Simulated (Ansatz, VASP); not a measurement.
# Two plane-wave programs on Ta3CrN4

```
Ta Cr N
1.0
     4.93408    0.00000    0.00000
     0.00000    4.93408    0.00000
     0.00000    0.00000    4.93408
Ta Cr N
3 1 4
Cartesian
  2.4670 0.0000 0.0000
  0.0000 2.4670 0.0000
  0.0000 0.0000 2.4670
  0.0000 0.0000 0.0000
  1.1534 1.1534 1.1534
  1.1534 3.7806 3.7806
  3.7806 3.7806 1.1534
  3.7806 1.1534 3.7806
```

Alike in both runs: functional PBE; k mesh 8 × 8 × 8; occupations gaussian, width 0.1 eV; collinear spin.

Ansatz relaxed the structure, and its values are those at the end. VASP's run is a single point on that final structure, the one shown.

|  | VASP | Ansatz |
| --- | --- | --- |
| version | VASP 6.6.1 | Ansatz 0.2.0 |
| potentials or method | VASP PAW PBE potentials, release 64 (Ta_pv, Cr_pv, N), cutoff 520 eV | scalar-relativistic, plane waves, PAW |
| valence electrons in the cell | 65 | 73 |

|  | VASP | Ansatz | Ansatz less VASP |
| --- | --- | --- | --- |
| gap on the k mesh at the Fermi level (eV) | none | none | - |
| pressure (GPa) | 0.5 | 0.0 | -0.51 |
| rms of the force components (eV/Å) | 0.020 | 0.002 | -0.0181 |
| net moment per atom (μB) | 0.00 | 0.00 | 0.000 |

A gap of «none» marks a metal or a gap that the smearing closes. VASP's potentials hold 65 valence electrons a cell and Ansatz's 73, so a difference there can come from the potentials and not from the codes. Ansatz's warnings: seeded moment not kept.

Spin-orbit coupling is off throughout.
